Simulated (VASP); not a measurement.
IrRh5, 6 atoms in the cell. The structure is tetragonal, space group P4/mmm (No. 123). The conventional cell has a = 2.684 Å, b = 2.684 Å, c = 11.387 Å, α = 90.00°, β = 90.00°, γ = 90.00°. Within 3.5 Å of Ir (site symmetry 4/mmm) lie 4 Ir at 2.68 Å and 8 Rh at 2.68 Å. Rh (site symmetry 4mm) has 12 Rh at 2.68 Å within 3.5 Å. Rh (site symmetry 4mm) has 8 Rh at 2.68 Å and 4 Ir at 2.68 Å within 3.5 Å. Rh (site symmetry 4/mmm) has 12 Rh at 2.68 Å within 3.5 Å. 

```yaml
Program: VASP 6.6.1
Task: relaxation of cell and atoms
Functional: PBE
Potentials_or_basis: VASP PAW PBE potentials, release 64 (Ir, Rh_pv)
Cutoff: 600 eV
k_mesh: 6 × 6 × 2
Occupations: gaussian, width 0.1 eV
Spin: no spin polarisation
Dipole_correction: no
Further_INCAR_settings: ALGO = Fast; EDIFF = 1e-06; IBRION = 2; EDIFFG = -0.04; NSW = 90; ISIF = 3
```

Potentials or basis: VASP PAW PBE potentials, release 64 (Ir, Rh_pv).

The run is started by

```console
$ cat potpaw_PBE.64/Ir/POTCAR potpaw_PBE.64/Rh_pv/POTCAR > POTCAR
$ mpirun -np 1 vasp_std > vasp.out
```

Hardware: 1 thread of Intel Xeon 8259CL, with other jobs on the host.

Problem. How long does it take, and how much memory?

Solution. Run time: 16 min on 1 thread of Intel Xeon 8259CL (shared host), peak memory 0.28 GiB. Counts: scf iterations 91, k points 20, ion steps 7.
